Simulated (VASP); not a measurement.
Here is a VASP 6.6.1 calculation.

INCAR

```
SYSTEM = Ti
PREC = Accurate ; ENCUT = 600
EDIFF = 1E-6 ; ISMEAR = 0
SIGMA = 0.1 ; LREAL = .FALSE.
LASPH = .TRUE. ; NELM = 100
ALGO = Fast ; ISIF = 3
LWAVE = .FALSE. ; LCHARG = .FALSE.
GGA = PE ; IVDW = 12
IBRION = 2 ; NSW = 100
EDIFFG = -0.005
```

File KPOINTS:

```
Automatic mesh
0
G
  18 18 10
  0 0 0
```

File POSCAR:

```
Ti
1.0
    2.9357319231      0.0000000000      0.0000000000
   -1.4678659615      2.5424184241      0.0000000000
    0.0000000000      0.0000000000      4.6408561500
Ti
2
Direct
    0.3333333300      0.6666666700      0.2500000000
    0.6666666700      0.3333333300      0.7500000000
```

Potentials or basis: VASP PAW PBE potentials, release 64 (Ti_sv).

The run is started by

```sh
$ cat potpaw_PBE.64/Ti_sv/POTCAR > POTCAR
$ mpirun -np 1 vasp_std > vasp.out
```

Question: What does it give for the relaxed volume?

Answer: 16.45 Å³/atom.

Question: Estimate the band gap on the k mesh.

Answer: Zero (bands 12 and 13 overlap by 1.13 eV).

Question: Estimate the space group after relaxing (to 0.1 Å).

Answer: P6_3/mmc (No. 194).

Final structure:
```xyz
2
Lattice="2.8834 0.0000 0.0000 -1.4417 2.4971 0.0000 0.0000 0.0000 4.5703" Properties=species:S:1:pos:R:3 pbc="T T T"
Ti    0.0000    1.6647    1.1426
Ti    1.4417    0.8324    3.4278
```
